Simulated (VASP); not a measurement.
Set up this calculation in VASP 6.6.1, as the native input.

```
Task                   : relaxation of shape and atoms at fixed volume
Functional             : PBEsol
Potentials or basis    : VASP PAW PBE potentials, release 64 (La, F)
Cutoff                 : 600 eV
k mesh                 : 10 × 10 × 6
Occupations            : gaussian, width 0.05 eV
Spin                   : no spin polarisation
Dipole correction      : no
Further INCAR settings : ALGO = Normal; EDIFF = 1e-06; IBRION = 2; EDIFFG = -0.01; NSW = 60; ISIF = 4
```

The structure of LaF2 lies in POSCAR:

```
LaF2
1.0
    3.5511180242      0.0000000000      0.0000000000
   -1.7755590121      3.0753584208      0.0000000000
    0.0000000000      0.0000000000      5.0144146226
La F
1 2
Direct
    0.0000000000      0.0000000000      0.0000000000
    0.3333333333      0.6666666667      0.2669899733
    0.6666666667      0.3333333333      0.7330100267
```

This cell differs from its parent crystal: volume scaled by 0.960.

These files were run (other wordings do the same):

INCAR

```
ALGO = Normal
EDIFF = 1E-6
EDIFFG = -0.01
ENCUT = 600
GGA = PS
IBRION = 2
ISIF = 4
ISMEAR = 0
LASPH = T
LCHARG = F
LREAL = F
LWAVE = F
NELM = 60
NSW = 60
PREC = Accurate
SIGMA = 0.05
```

KPOINTS

```
k-points
0
Gamma
  10 10 6
```

Potentials or basis: VASP PAW PBE potentials, release 64 (La, F).

Command:

```console
$ cat potpaw_PBE.64/La/POTCAR potpaw_PBE.64/F/POTCAR > POTCAR
$ mpirun -np 1 vasp_std > vasp.out
```

It gave:

| Quantity | Value |
| --- | --- |
| Energy gained by relaxing | 1.8 meV/atom |
| Ionic steps | 6 |
| Pressure after relaxing | 0.0 GPa |

Caveat: the PAW data sets were made with another functional, which shifts forces and pressure a little; an odd number of electrons without spin polarisation forces a metal; a magnetic or distorted state may lie lower.

Run time: 7 min on 1 thread of Oxide Virtual Turin-like Processor (shared host), peak memory 0.22 GiB.
